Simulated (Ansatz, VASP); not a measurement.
CdTe in VASP and in Ansatz

Contents of INCAR:

```
  PREC = Accurate
  ENCUT = 500
  EDIFF = 1E-6
  ISMEAR = 1
  SIGMA = 0.2
  LREAL = False
  LASPH = True
  NELM = 120
  ALGO = Normal
  ISIF = 2
  LWAVE = False
  LCHARG = False
  GGA = PE
  NBANDS = 16
  GGA_COMPAT = False
```

The input KPOINTS:

```
regular mesh
0
Gamma
  4 4 4
```

The input POSCAR:

```
CdTe
1.0
    0.0000000000      3.2799551172      3.2799551172
    3.2799551172      0.0000000000      3.2799551172
    3.2799551172      3.2799551172      0.0000000000
Cd Te
1 1
Direct
    0.0000000000      0.0000000000      0.0000000000
    0.2500000000      0.2500000000      0.2500000000
```

Input for Ansatz:

```yaml
crystal:
  lattice:
    - [0.0, 3.2799551172, 3.2799551172]
    - [3.2799551172, 0.0, 3.2799551172]
    - [3.2799551172, 3.2799551172, 0.0]
  atoms:
    - { symbol: Cd, position: [0.0, 0.0, 0.0] }
    - { symbol: Te, position: [0.25, 0.25, 0.25] }
kpoints:
  mp_grid: { grid: [4, 4, 4] }
hamiltonian:
  xc: pbe
scf:
  occupations: { method: methfessel_paxton, width: 0.2 }
  n_extra_bands: 4
output:
  forces: true
  stress: true
  eigenvalues: true
```

Alike in both runs: task single point; functional PBE; k mesh 4 × 4 × 4; occupations methfessel-paxton of order 1, width 0.2 eV; no spin polarisation.

|  | VASP | Ansatz |
| --- | --- | --- |
| version | VASP 6.6.1 | Ansatz 0.2.0 |
| potentials or method | VASP PAW PBE potentials, release 64 (Cd, Te) | plane waves |
| plane-wave cutoff (eV) | 500 | 420 |
| valence electrons in the cell | 18 | 36 |

Ansatz gave:

```
pressure (GPa) : 1.2
```

Q: Which values does VASP return?

A: Pressure (GPa): 1.3.

The functional is the same, so the differences come from potentials, cutoffs and numerics. VASP's potentials hold 18 valence electrons a cell and Ansatz's 36, so a difference there can come from the potentials and not from the codes. Ansatz's warnings: smearing energy in gap.

Spin-orbit coupling is off throughout.
